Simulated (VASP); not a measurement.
## AlRu: single point with LDA

The system is AlRu.

```
CELL_PARAMETERS angstrom
2.95489 0.00000 0.00000
0.00000 2.95489 0.00000
0.00000 0.00000 2.95489
ATOMIC_POSITIONS crystal
Al 0.00000 0.00000 0.00000
Ru 0.50000 0.50000 0.50000
```

```yaml
Program: VASP 6.6.1
Task: single point
Functional: LDA
Potentials_or_basis: VASP PAW LDA potentials, release 64 (Al, Ru_pv)
Cutoff: 520 eV
k_mesh: 11 × 11 × 11
Occupations: fermi-dirac, width 0.1 eV
Spin: no spin polarisation
```

| Quantity | Value |
| --- | --- |
| Pressure | 0.6 GPa |

Levels at points of the mesh, in eV from the Fermi level:
```tsv
k point	band 5	band 6	band 7	band 8	band 9	band 10	band 11	band 12	band 13	band 14
(0.00, 0.00, 0.00)	-3.80	-3.80	0.19	0.19	0.19	6.20	6.20	6.20	11.25	11.25
```

Run time: 10 s on 1 thread of Intel(R) Xeon(R) Platinum 8259CL CPU @ 2.50GHz (Skylake/Cascade Lake) (shared host), peak memory 0.14 GiB.
